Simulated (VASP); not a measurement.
# O in VASP: notebook, part 2 of 2

VASP 6.6.1. The steps go on from the part before.

## Step 3: Single point, PBE (11.73 Å³/atom)

This run uses another cell than the first one, of 11.73 Å³/atom.

Contents of INCAR:

```
SYSTEM = O
ALGO = Normal
EDIFF = 1E-6
ENCUT = 520
GGA = PE
ISIF = 2
ISMEAR = -1
LASPH = .TRUE.
LCHARG = .FALSE.
LREAL = .FALSE.
LWAVE = .FALSE.
NBANDS = 13
NELM = 60
PREC = Accurate
SIGMA = 0.05
```

Contents of KPOINTS:

```
k-points
0
G
  12 12 12
  0 0 0
```

Contents of POSCAR:

```
O
1.0
    0.0000000000      1.9269509789      3.9753041977
    1.5312270072      0.0000000000      3.9753041977
    1.5312270072      1.9269509789      0.0000000000
O
2
Direct
    0.5789020000      0.5789020000      0.4210980000
    0.4210980000      0.4210980000      0.5789020000
```

Potentials or basis: VASP PAW PBE potentials, release 64 (O).

On the command line:

```bash
$ cat potpaw_PBE.64/O/POTCAR > POTCAR
$ mpirun -np 1 vasp_std > vasp.out
```

OUTCAR:

```text
SYSTEM = O
   EDIFF = 1E-6
   ENCUT = 520
   GGA = PE
   ISIF = 2
   ISMEAR = -1
   LASPH = .TRUE.
   LREAL = .FALSE.
   NELM = 60
   PREC = Accurate

 ion  position               nearest neighbor table
   1  0.579  0.579  0.421-   2 1.25
   2  0.421  0.421  0.579-   1 1.25

  LATTYP: Found a face centered orthorhombic cell.
 ALAT       =     3.0624540144
 B/A-ratio  =     1.2584358621
 C/A-ratio  =     2.5961560102

  Lattice vectors:

 A1 = (   0.0000000000,   1.9269509789,   3.9753041977)
 A2 = (   1.5312270072,   0.0000000000,   3.9753041977)
 A3 = (   1.5312270072,   1.9269509789,   0.0000000000)

Analysis of symmetry for initial positions (statically):
=====================================================================
 Subroutine PRICEL returns:
 Original cell was already a primitive cell.

 Routine SETGRP: Setting up the symmetry group for a
 face centered orthorhombic supercell.

 Subroutine GETGRP returns: Found  8 space group operations
 (whereof  8 operations were pure point group operations)
 out of a pool of  8 trial point group operations.

The static configuration has the point symmetry D_2h.

Analysis of symmetry for dynamics (positions and initial velocities):
=====================================================================
 Subroutine PRICEL returns:
 Original cell was already a primitive cell.

 Routine SETGRP: Setting up the symmetry group for a
 face centered orthorhombic supercell.

 Subroutine GETGRP returns: Found  8 space group operations
 (whereof  8 operations were pure point group operations)
 out of a pool of  8 trial point group operations.

The dynamic configuration has the point symmetry D_2h.

 Subroutine INISYM returns: Found  8 space group operations
 (whereof  8 operations are pure point group operations),
 and found     1 'primitive' translations
[... 119 lines left out ...]
   LORBIT       =      0    0 simple, 1 ext, 2 COOP (PROOUT), +10 PAW based schemes
   GGA     = PE    functional components
   LHFCALC =     F    Hartree Fock is set to
   AEXX    =    0.0000 exact exchange contribution
   IVDW    =     0    specifies the selected vdW correction
   LEPSILON=     F    determine dielectric tensor
   LRPA    =     F    only Hartree local field effects (RPA)
 non-spin polarized calculation
  energy-cutoff  :      520.00
  volume of cell :       23.46
 maximum number of plane-waves:       649
 NGX is ok and might be reduce to    36
   NGX = 17   NGY = 15   NGZ =  9

 number of electron      12.0000003 magnetization

 Free energy of the ion-electron system (eV)
  ---------------------------------------------------
  ext. energy  EPLUGINS =         0.00000000
  ---------------------------------------------------
  free energy    TOTEN  =        -9.63862541 eV

  energy without entropy =       -9.62933781  energy(sigma->0) =       -9.63398161

 E-fermi :  -0.1069     XC(G=0):  -9.2544

 val. band max:       -0.1101020808   @ k =   0.2500  -0.0000   0.1667
 cond. band min:      -0.1051028478   @ k =   0.3333   0.0833   0.1667
 fundamental gap:      0.0049992330
 Fermi energy:        -0.1069150982

 k-point     1 :       0.0000    0.0000    0.0000
  band No.  band energies     occupation
      1     -26.3581      2.00000
      2     -14.7321      2.00000
      3      -8.2171      2.00000
      4      -4.8625      2.00000
      5      -4.4205      2.00000
      6       0.9443      0.00000
      7       1.3225      0.00000
      8       9.3281      0.00000
      9       9.7065      0.00000
     10      12.5542      0.00000
     11      17.9058      0.00000
     12      20.7958      0.00000
     13      25.9590      0.00000
[... 354 lines left out ...]
  band No.  band energies     occupation
      1     -25.6928      2.00000
      2     -14.1099      2.00000
      3      -8.2145      2.00000
      4      -6.8011      2.00000
      5      -4.5439      2.00000
      6      -1.6047      2.00000
      7       1.2724      0.00000
      8       8.1851      0.00000
      9      14.4405      0.00000
     10      15.0383      0.00000
     11      16.1089      0.00000
     12      19.2700      0.00000
     13      24.6850      0.00000

 [... further k-points ...]

------------------------ aborting loop because EDIFF is reached ----------------------------------------

  FORCE on cell =-STRESS in cart. coord.  units (eV):
  Direction    XX          YY          ZZ          XY          YZ          ZX
  --------------------------------------------------------------------------------------
  -------------------------------------------------------------------------------------
  Total        0.0147754     -0.4284024     -1.8965422      0.0000000      0.0000000      0.0000000
  in kB        1.0091129    -29.2584879   -129.5276473      0.0000000      0.0000000      0.0000000
  external PRESSURE =     -52.5923408 kB  Pullay stress =       0.0000000 kB

 VOLUME and BASIS-vectors are now :
 -----------------------------------------------------------------------------
  energy-cutoff  :      520.00
  volume of cell :       23.46
      direct lattice vectors                 reciprocal lattice vectors
     0.000000000  1.926950979  3.975304198    -0.326535515  0.259477281  0.125776538
     1.531227007  0.000000000  3.975304198     0.326535515 -0.259477281  0.125776538
     1.531227007  1.926950979  0.000000000     0.326535515  0.259477281 -0.125776538

 POSITION                                       TOTAL-FORCE (eV/Angst)
 -----------------------------------------------------------------------------------
      1.53123      1.92695      4.60262         0.000000      0.000000     -1.656308
      1.53123      1.92695      3.34799         0.000000      0.000000      1.656308
 -----------------------------------------------------------------------------------
    total drift:                                0.000000      0.000000     -0.000000

  FREE ENERGIE OF THE ION-ELECTRON SYSTEM (eV)
  ---------------------------------------------------
  free  energy   TOTEN  =        -9.6386254130 eV

  energy  without entropy=       -9.6293378106  energy(sigma->0) =       -9.63398161
```

Wall time 74 s (1 thread of Intel Xeon 8259CL, shared host); peak memory 0.19 GiB.

Results:

| Property | Result |
| --- | --- |
| Free energy | -9.6386 eV |
| Pressure | -5.3 GPa |
| Largest force | 1.656 eV/Å |
| Band gap on the k mesh | zero (bands 6 and 7 overlap by 1.77 eV) |

Forces on the atoms (eV/Å):
```
O    0.000  0.000 -1.656
O    0.000  0.000  1.656
```

Levels at points of the mesh, in eV from the Fermi level:
```
           k point  band 4  band 5  band 6  band 7  band 8  band 9
(0.00, 0.00, 0.00)   -4.76   -4.31    1.05    1.43    9.44    9.81
(0.50, 0.00, 0.00)   -6.77   -4.43   -1.68    1.38    8.64   14.65
(0.50, 0.50, 0.00)   -4.80   -4.34    1.16    1.48    5.99   10.71
(0.50, 0.00, 0.50)   -6.62   -6.39   -1.19   -0.49    9.67   12.04
(0.00, 0.50, 0.50)   -6.71   -6.07   -1.58   -0.24    8.99   12.04
```

Caveat: the standard files for N, O and F lose accuracy on very short bonds; spin is off for a triplet molecule; the cell stands under tension; this functional lacks dispersion, which holds the molecules together, so the pressure and a relaxed volume are unreliable; forces of over 1 eV/Å act on the atoms, so gaps and moduli don't describe the material at rest.

## Step 4: Single point, PBE (atoms moved at random)

Contents of INCAR:

```
SYSTEM = O
PREC     = Accurate       ! precision mode
ENCUT    = 520            ! plane-wave cutoff, eV
EDIFF    = 1E-7           ! SCF threshold, eV
ISMEAR   = -1             ! smearing method
SIGMA    = 0.05           ! smearing width, eV
LREAL    = .False.        ! projectors in reciprocal space
LASPH    = .True.         ! aspherical terms in the spheres
NELM     = 80             ! most SCF steps
ALGO     = Normal         ! electronic algorithm
ISIF     = 2              ! what is computed and relaxed
LWAVE    = .False.        ! write WAVECAR
LCHARG   = .False.        ! write CHGCAR
GGA      = PE             ! functional
NBANDS   = 13             ! bands
```

Contents of KPOINTS:

```
regular mesh
0
Gamma
  12 12 12
  0 0 0
```

Contents of POSCAR:

```
O
1.0
    0.0000000000      1.8898850000      3.8988370000
    1.5017730000      0.0000000000      3.8988370000
    1.5017730000      1.8898850000      0.0000000000
O
2
Direct
    0.5890700000      0.5803690000      0.3923690000
    0.4313240000      0.4033330000      0.5824200000
```

On the command line:

```bash
$ cat potpaw_PBE.64/O/POTCAR > POTCAR
$ mpirun -np 1 vasp_std > vasp.out
```

It took 3.2 min on 1 thread of Intel Xeon 8259CL, shared host; peak memory 0.3 GiB.

The run converged. Its results:

```yaml
Free_energy: -9.4605 eV
Pressure: -11.6 GPa
Largest_force: 4.267 eV/Å
Band_gap_on_the_k_mesh: zero (bands 6 and 7 overlap by 1.95 eV)
```

Forces in eV/Å, atoms in the order of the input:
```
O    0.145  0.552 -4.228
O   -0.145 -0.552  4.228
```

Stress tensor (GPa, compression positive):
```
  2.87   0.00   1.35
  0.00  -0.07   5.18
  1.35   5.18 -37.60
```

Levels at points of the mesh, in eV from the Fermi level:
```
           k point  band 3  band 4  band 5  band 6  band 7  band 8  band 9  band 10
(0.00, 0.00, 0.00)   -7.83   -3.80   -3.32    1.13    1.54    8.24   10.71    13.77
(0.50, 0.00, 0.00)   -7.80   -6.35   -3.44   -1.80    1.48    7.63   15.30    15.79
(0.50, 0.50, 0.50)   -7.81   -6.39   -3.44   -1.75    1.49    7.72   15.12    15.83
(0.00, 0.00, 0.50)   -7.76   -6.27   -3.45   -1.89    1.51    7.41   15.65    15.77
(0.00, 0.50, 0.00)   -7.77   -6.30   -3.45   -1.86    1.51    7.51   15.59    15.68
(0.50, 0.50, 0.00)   -6.47   -3.87   -3.35    1.28    1.62    5.32   11.54    13.47
(0.50, 0.00, 0.50)   -7.43   -5.96   -5.87   -1.29   -0.55    8.44   12.62    16.11
(0.00, 0.50, 0.50)   -7.26   -6.00   -5.55   -1.75   -0.25    7.82   12.56    17.82
```

Caveat: the cell differs from its parent crystal (atoms moved at random); spin is off for a triplet molecule; the cell stands under tension; this functional lacks dispersion, which holds the molecules together, so the pressure and a relaxed volume are unreliable; forces of over 1 eV/Å act on the atoms, so gaps and moduli don't describe the material at rest.

## Step 5: The runs side by side

```csv
cell,gap on the mesh (eV),pressure (GPa),largest force (eV/Å)
"a = 4.390, b = 4.233, c = 2.446 Å, angles 77.1, 70.0, 32.9°, 2 atoms, atomic positions A",none,-3.5,1.18
"a = 4.418, b = 4.260, c = 2.461 Å, angles 77.1, 70.0, 32.9°, 2 atoms, atomic positions A",none,-5.3,1.66
"a = 4.333, b = 4.178, c = 2.414 Å, angles 77.1, 70.0, 32.9°, 2 atoms, atomic positions B",none,-11.6,4.27
```

Alike in all rows: task single point; level PBE; potentials or basis VASP PAW PBE potentials, release 64 (O); no spin polarisation; k mesh 12 × 12 × 12; cutoff (eV) 520; smearing fermi-dirac 0.05 eV.

Caveats: spin is off for a triplet molecule; the cell stands under tension; this functional lacks dispersion, which holds the molecules together, so the pressure and a relaxed volume are unreliable; forces of over 1 eV/Å act on the atoms, so gaps and moduli don't describe the material at rest; the standard files for N, O and F lose accuracy on very short bonds (at least some runs).

Total energies depend on the potentials used, so only differences within one code and one set of settings carry meaning.
